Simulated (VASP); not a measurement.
Here is a VASP 6.6.1 calculation.

File INCAR:

```
SYSTEM = Pt
PREC = Accurate
ENCUT = 520
EDIFF = 1E-6
ISMEAR = -1
SIGMA = 0.1
LREAL = .False.
LASPH = .True.
NELM = 100
ALGO = Normal
ISIF = 2
LWAVE = .False.
LCHARG = .False.
GGA = B5
ALDAX = 1.0
AGGAX = 1.0
AGGAC = 1.0
ALDAC = 0.0
NBANDS = 22
```

KPOINTS

```
regular mesh
0
Gamma
  9 9 13
  0 0 0
```

File POSCAR:

```
Pt
1.0
    4.8096164802      0.0000000000      0.0000000000
   -2.4048082401      4.1652500543      0.0000000000
    0.0000000000      0.0000000000      2.8602779209
Pt
3
Direct
    1.0000000000      1.0000000000      0.0000000000
    0.3333333333      0.6666666667      0.5000000000
    0.6666666667      0.3333333333      0.5000000000
```

Potentials or basis: VASP PAW PBE potentials, release 64 (Pt).

Command:

```console
$ cat potpaw_PBE.64/Pt/POTCAR > POTCAR
$ mpirun -np 1 vasp_std > vasp.out
```

**Question.** What does it give for the pressure?

**Answer.** -14.8 GPa.

**Question.** Estimate the band gap on the k mesh.

**Answer.** Zero (bands 15 and 16 overlap by 0.90 eV).

Stress tensor (GPa, compression positive):
```
-14.82   0.00   0.00
  0.00 -14.82   0.00
  0.00   0.00 -14.64
```

Caveat: the cell stands under tension; the PAW data sets were made with another functional, which shifts forces and pressure a little; spin-orbit coupling is left out, which moves the levels of the heavy elements.
